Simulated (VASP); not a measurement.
Input of a VASP 6.6.1 run:

Contents of INCAR:

```
SYSTEM = SnTe
PREC = Accurate
ENCUT = 600
EDIFF = 1E-7
ISMEAR = -1
SIGMA = 0.05
LREAL = .False.
LASPH = .True.
NELM = 100
ALGO = Normal
ISIF = 3
LWAVE = .False.
LCHARG = .False.
GGA = PS
IBRION = 2
NSW = 60
EDIFFG = -0.01
PSTRESS = 20.0
```

The input KPOINTS:

```
Automatic mesh
0
Gamma
  7 7 7
  0 0 0
```

The input POSCAR:

```
SnTe
1.0
    0.0000000000      3.6111460000      3.6111460000
    3.6111460000      0.0000000000      3.6111460000
    3.6111460000      3.6111460000      0.0000000000
Te Sn
1 1
Direct
    0.2500000000      0.2500000000      0.2500000000
    0.0000000000      0.0000000000      0.0000000000
```

Potentials or basis: VASP PAW PBE potentials, release 64 (Te, Sn_d).

Command:

```console
$ cat potpaw_PBE.64/Te/POTCAR potpaw_PBE.64/Sn_d/POTCAR > POTCAR
$ mpirun -np 1 vasp_std > vasp.out
```

(1) What does it give for the space group after relaxing (to 0.05 Å)?

(2) What does it give for the relaxed cell?

(3) What does it give for the relaxed volume?

(4) Predict the band gap on the k mesh.

Results:

(1) F-43m (No. 216).

(2) a = 4.899 Å, b = 4.899 Å, c = 4.899 Å, α = 60.00°, β = 60.00°, γ = 60.00°.

(3) 41.57 Å³/atom.

(4) zero (band 10 reaches 4.07 eV, above the bottom of band 11 at 4.03 eV).

Caveat: the cell is relaxed towards a set pressure, so the enthalpy falls and the energy may rise; the PAW data sets were made with another functional, which shifts forces and pressure a little; spin-orbit coupling is left out, which moves the levels of the heavy elements.
